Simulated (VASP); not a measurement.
The system is Ga2GeSe2.

```
CELL_PARAMETERS angstrom
3.85000 0.00000 0.00000
-1.92500 3.33420 0.00000
0.00000 0.00000 19.50000
ATOMIC_POSITIONS crystal
Ga 0.66667 0.33333 0.76800
Ga 0.66667 0.33333 0.64200
Ga 0.33333 0.66667 0.23200
Ga 0.33333 0.66667 0.35800
Ge 0.33333 0.66667 0.01800
Ge 0.66667 0.33333 0.98200
Se 0.00000 0.00000 0.58200
Se 0.00000 0.00000 0.82800
Se 0.00000 0.00000 0.17200
Se 0.00000 0.00000 0.41800
```

* Program: VASP 6.6.1
* Task: relaxation of cell and atoms
* Functional: PBE
* Potentials or basis: VASP PAW PBE potentials, release 64 (Ga_d, Ge_d, Se)
* Cutoff: 600 eV
* k mesh: 4 × 4 × 1
* Occupations: gaussian, width 0.15 eV
* Spin: no spin polarisation

At the start: pressure 2.4 GPa; volume 25.03 Å³/atom.

**Question.** Where does the relaxation end?

**Answer.** Over 12 steps the energy falls by 37.2 meV/atom and the volume is 28.57 Å³/atom (+14.1 %); space group P-3m1 (No. 164, to 0.1 Å) before and after.

Step by step:
| step | energy change (eV) | largest force (eV/Å) | pressure (GPa) | volume (Å³) |
| --- | --- | --- | --- | --- |
| 1 | 0.0000 | 0.6024 | 2.45 | 250.31 |
| 2 | -0.1427 | 0.6011 | -0.21 | 264.44 |
| 3 | -0.1447 | 0.6024 | -0.54 | 266.46 |
| 4 | -0.2014 | 0.3448 | -0.21 | 267.05 |
| 5 | -0.2299 | 0.6363 | 0.27 | 267.85 |
| 6 | -0.2733 | 0.4425 | 0.16 | 269.69 |
| 7 | -0.3115 | 0.2171 | 0.02 | 273.49 |
| 8 | -0.3334 | 0.1851 | 0.14 | 274.88 |
| 9 | -0.3575 | 0.1196 | 0.52 | 278.25 |
| 10 | -0.3665 | 0.1807 | -0.31 | 286.00 |
| 11 | -0.3677 | 0.1428 | -0.11 | 284.05 |
| 12 | -0.3721 | 0.0717 | -0.09 | 285.67 |

Final structure:
```yaml
crystal:
  lattice:
    - [3.90952, 0.00000, 0.00000]
    - [-1.95476, 3.38574, 0.00000]
    - [0.00000, 0.00000, 21.58197]
  atoms:
    - { symbol: Ga, position: [0.66667, 0.33333, 0.76527] }
    - { symbol: Ga, position: [0.66667, 0.33333, 0.65026] }
    - { symbol: Ga, position: [0.33333, 0.66667, 0.23473] }
    - { symbol: Ga, position: [0.33333, 0.66667, 0.34974] }
    - { symbol: Ge, position: [0.33333, 0.66667, 0.01768] }
    - { symbol: Ge, position: [0.66667, 0.33333, 0.98232] }
    - { symbol: Se, position: [0.00000, 0.00000, 0.59780] }
    - { symbol: Se, position: [0.00000, 0.00000, 0.81812] }
    - { symbol: Se, position: [0.00000, 0.00000, 0.18188] }
    - { symbol: Se, position: [0.00000, 0.00000, 0.40220] }
```

Caveat: the k points lie up to 0.46 Å⁻¹ apart in the final cell; this functional lacks dispersion, which binds layers or chains, so the pressure and a relaxed spacing across them are unreliable; the relaxation stopped at a loose force limit of 0.08 eV/Å, so its end isn't a converged minimum.
